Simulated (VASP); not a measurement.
Write the native input for VASP 6.6.1 that does the following.

| Item | Value |
| --- | --- |
| Task | single point |
| Functional | r2SCAN |
| Potentials or basis | VASP PAW PBE potentials, release 64 (Ba_sv, S) |
| Cutoff | 520 eV |
| k mesh | 8 × 8 × 8 |
| Occupations | gaussian, width 0.01 eV |
| Spin | no spin polarisation |
| Dipole correction | no |
| Further INCAR settings | ALGO = Normal; EDIFF = 1e-06; NBANDS = 15 |

BaS:

```xyz
2
Lattice="0.0000 3.2439 3.2014 3.2439 0.0000 3.2014 3.2439 3.2439 0.0000" Properties=species:S:1:pos:R:3 pbc="T T T"
Ba    0.0000    0.0000    0.0000
S     3.2439    3.2439    3.2014
```

This cell differs from its parent crystal: epitaxial xy strain +1.0%.

One way to write it, as run:

POSCAR

```
BaS
1.0
    0.0000000000      3.2439138341      3.2013870227
    3.2439138341      0.0000000000      3.2013870227
    3.2439138341      3.2439138341      0.0000000000
Ba S
1 1
Direct
    0.0000000000      0.0000000000      0.0000000000
    0.5000000000      0.5000000000      0.5000000000
```

INCAR.step1

```
ALGO = Normal
EDIFF = 1E-4
ENCUT = 520
GGA = PE
ISMEAR = 0
LASPH = True
LCHARG = False
LREAL = False
LWAVE = True
NBANDS = 15
NELM = 60
PREC = Accurate
SIGMA = 0.01
```

INCAR.step2

```
ALGO = Normal
EDIFF = 1E-6
ENCUT = 520
ISIF = 2
ISMEAR = 0
ISTART = 1
LASPH = True
LCHARG = False
LMIXTAU = True
LREAL = False
LWAVE = False
METAGGA = R2SCAN
NBANDS = 15
NELM = 60
PREC = Accurate
SIGMA = 0.01
```

KPOINTS

```
k-points
0
Gamma
  8 8 8
```

Potentials or basis: VASP PAW PBE potentials, release 64 (Ba_sv, S).

Command:

```bash
$ cat potpaw_PBE.64/Ba_sv/POTCAR potpaw_PBE.64/S/POTCAR > POTCAR
$ cp INCAR.step1 INCAR
$ mpirun -np 1 vasp_std > vasp.out
$ cp INCAR.step2 INCAR
$ mpirun -np 1 vasp_std > vasp.out
```

It gave:

The pressure is -0.1 GPa and the band gap on the k mesh is 2.48 eV, indirect (least direct gap 2.64 eV).

Caveat: the cell differs from its parent crystal (epitaxial xy strain +1.0%); the PAW data sets were made with another functional, which shifts forces and pressure a little; spin-orbit coupling is left out, which moves the levels of the heavy elements.

It took 3.1 min on 1 thread of Intel Xeon 6975P-C, on a shared host, peak memory 0.25 GiB.
